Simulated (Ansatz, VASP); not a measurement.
Rh: VASP beside Ansatz

```
Rh
1.0
     0.00000    1.90155    1.90155
     1.90155    0.00000    1.90155
     1.90155    1.90155    0.00000
Rh
1
Direct
  0.00000 0.00000 0.00000
```

Alike in both runs: task single point; functional r2SCAN; k mesh 8 × 8 × 8; occupations gaussian, width 0.1 eV; no spin polarisation.

|  | VASP | Ansatz |
| --- | --- | --- |
| version | VASP 6.6.1 | Ansatz 0.2.0 |
| potentials or method | VASP PAW PBE potentials, release 64 (Rh_pv), cutoff 520 eV | scalar-relativistic, plane waves, PAW |
| valence electrons in the cell | 15 | 17 |

Ansatz gave:

| Quantity | Value |
| --- | --- |
| gap on the k mesh at the Fermi level (eV) | none |
| pressure (GPa) | 0.0 |

Task: Estimate VASP's values.

Result: gap on the k mesh at the Fermi level (eV): none; pressure (GPa): 1.3.

VASP's potentials were made for PBE, not for r2SCAN. A gap of «none» marks a metal or a gap that the smearing closes. With one functional, cell and mesh, what is left measures potentials, basis and numerics. VASP's potentials hold 15 valence electrons a cell and Ansatz's 17, so a difference there can come from the potentials and not from the codes.
